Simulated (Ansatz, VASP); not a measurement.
# CdF2 in VASP and in Ansatz

```
CELL_PARAMETERS angstrom
0.00000 2.74846 2.74846
2.74846 0.00000 2.74846
2.74846 2.74846 0.00000
ATOMIC_POSITIONS crystal
Cd 0.00000 0.00000 0.00000
F 0.25000 0.25000 0.25000
F 0.75000 0.75000 0.75000
```

Alike in both runs: functional r2SCAN; k mesh 10 × 10 × 10; occupations fermi-dirac, width 0.02 eV; no spin polarisation.

Ansatz relaxed the structure, and its values are those at the end. VASP's run is a single point on that final structure, the one shown.

```csv
,VASP,Ansatz
version,VASP 6.6.1,Ansatz 0.2.0
potentials or method,"VASP PAW PBE potentials, release 64 (Cd, F), cutoff 520 eV",PAW plane waves
valence electrons in the cell,26,34
```

VASP gave:

| Quantity | Value |
| --- | --- |
| gap on the k mesh at the Fermi level (eV) | 3.54 |
| pressure (GPa) | -5.2 |

Q: Estimate Ansatz's values.

A: gap on the k mesh at the Fermi level (eV): 3.58; pressure (GPa): -5.7.

VASP's potentials were made for PBE, not for r2SCAN. VASP's potentials hold 26 valence electrons a cell and Ansatz's 34, so a difference there can come from the potentials and not from the codes. Ansatz's warnings: stress scf threshold loose.
